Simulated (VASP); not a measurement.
Set up this calculation in VASP 6.6.1, as the native input.

| Item | Value |
| --- | --- |
| Task | single point |
| Functional | r2SCAN |
| Potentials or basis | VASP PAW PBE potentials, release 64 (W_sv, O) |
| Cutoff | 520 eV |
| k mesh | 4 × 4 × 4 |
| Occupations | fermi-dirac, width 0.1 eV |
| Spin | no spin polarisation |
| Dipole correction | no |
| Further INCAR settings | ALGO = Normal; EDIFF = 1e-07; NBANDS = 58 |

Crystal: W3O.

```
CELL_PARAMETERS angstrom
4.98014 0.00000 0.00000
0.00000 4.98014 0.00000
0.00000 0.00000 4.98014
ATOMIC_POSITIONS crystal
W 0.50000 0.75000 0.00000
W 0.00000 0.50000 0.75000
W 0.25000 0.00000 0.50000
W 0.50000 0.25000 0.00000
W 0.00000 0.50000 0.25000
W 0.75000 0.00000 0.50000
O 0.50000 0.50000 0.50000
O 0.00000 0.00000 0.00000
```

One way to write it, as run:

POSCAR

```
W3O
1.0
    4.9801410000      0.0000000000      0.0000000000
    0.0000000000      4.9801410000      0.0000000000
    0.0000000000      0.0000000000      4.9801410000
W O
6 2
Direct
    0.5000000000      0.7500000000      0.0000000000
    0.0000000000      0.5000000000      0.7500000000
    0.2500000000      0.0000000000      0.5000000000
    0.5000000000      0.2500000000      0.0000000000
    0.0000000000      0.5000000000      0.2500000000
    0.7500000000      0.0000000000      0.5000000000
    0.5000000000      0.5000000000      0.5000000000
    0.0000000000      0.0000000000      0.0000000000
```

INCAR.step1

```
SYSTEM = W3O
PREC = Accurate ; ENCUT = 520
ISMEAR = -1 ; SIGMA = 0.1
LREAL = .FALSE. ; LASPH = .TRUE.
NELM = 80 ; NBANDS = 58
GGA = PE ; ALGO = Normal
EDIFF = 1E-4 ; LWAVE = .TRUE.
LCHARG = .FALSE.
```

INCAR.step2

```
SYSTEM = W3O
PREC = Accurate ; ENCUT = 520
EDIFF = 1E-7 ; ISMEAR = -1
SIGMA = 0.1 ; LREAL = .FALSE.
LASPH = .TRUE. ; NELM = 80
ALGO = Normal ; ISIF = 2
LWAVE = .FALSE. ; LCHARG = .FALSE.
METAGGA = R2SCAN ; LMIXTAU = .TRUE.
NBANDS = 58 ; ISTART = 1
```

KPOINTS

```
regular mesh
0
G
  4 4 4
  0 0 0
```

Potentials or basis: VASP PAW PBE potentials, release 64 (W_sv, O).

The run is started by

```sh
$ cat potpaw_PBE.64/W_sv/POTCAR potpaw_PBE.64/O/POTCAR > POTCAR
$ cp INCAR.step1 INCAR
$ mpirun -np 1 vasp_std > vasp.out
$ cp INCAR.step2 INCAR
$ mpirun -np 1 vasp_std > vasp.out
```

Results of the run:

* Pressure: -15.3 GPa
* Band gap on the k mesh: zero (band 48 reaches 9.27 eV, above the bottom of band 49 at 8.70 eV)

Caveat: the PAW data sets were made with another functional, which shifts forces and pressure a little; spin-orbit coupling is left out, which moves the levels of the heavy elements.

Run time: 2.8 min on 1 thread of Intel(R) Xeon(R) Platinum 8559C (Emerald Rapids), with other jobs on the host, peak memory 0.27 GiB.
